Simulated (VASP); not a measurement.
A run of VASP 6.6.1:

File POSCAR:

```
Sr
1.0
    4.6548002383      0.0000000000      0.0000000000
   -2.3274001192      4.0311752559      0.0000000000
    0.0000000000      0.0000000000      7.0500000000
Sr
2
Direct
    0.3333333333      0.6666666667      0.2500000000
    0.6666666667      0.3333333333      0.7500000000
```

The input INCAR.step1:

```
SYSTEM = Sr
PREC     = Accurate       ! precision mode
ENCUT    = 520            ! plane-wave cutoff, eV
ISMEAR   = 0              ! smearing method
SIGMA    = 0.15           ! smearing width, eV
LREAL    = .False.        ! projectors in reciprocal space
LASPH    = .True.         ! aspherical terms in the spheres
NELM     = 60             ! most SCF steps
NBANDS   = 17             ! bands
GGA      = PE             ! functional
ALGO     = Normal         ! electronic algorithm
EDIFF    = 1E-4           ! SCF threshold, eV
LWAVE    = .True.         ! write WAVECAR
LCHARG   = .False.        ! write CHGCAR
```

Contents of INCAR.step2:

```
SYSTEM = Sr
PREC     = Accurate       ! precision mode
ENCUT    = 520            ! plane-wave cutoff, eV
EDIFF    = 1E-7           ! SCF threshold, eV
ISMEAR   = 0              ! smearing method
SIGMA    = 0.15           ! smearing width, eV
LREAL    = .False.        ! projectors in reciprocal space
LASPH    = .True.         ! aspherical terms in the spheres
NELM     = 60             ! most SCF steps
ALGO     = Normal         ! electronic algorithm
ISIF     = 2              ! what is computed and relaxed
LWAVE    = .False.        ! write WAVECAR
LCHARG   = .False.        ! write CHGCAR
METAGGA  = R2SCAN         ! meta-GGA
LMIXTAU  = .True.       
NBANDS   = 17             ! bands
ISTART   = 1
```

KPOINTS

```
Automatic mesh
0
Gamma
  12 12 8
  0 0 0
```

Potentials or basis: VASP PAW PBE potentials, release 64 (Sr_sv).

Launch:

```console
$ cat potpaw_PBE.64/Sr_sv/POTCAR > POTCAR
$ cp INCAR.step1 INCAR
$ mpirun -np 1 vasp_std > vasp.out
$ cp INCAR.step2 INCAR
$ mpirun -np 1 vasp_std > vasp.out
```

Hardware: 1 thread of Intel Xeon 8259CL (shared host).

How long does it take, and how much memory?

Wall time 23 min on 1 thread of Intel Xeon 8259CL, with other jobs on the host, peak memory 0.4 GiB. Counts: k points 95.
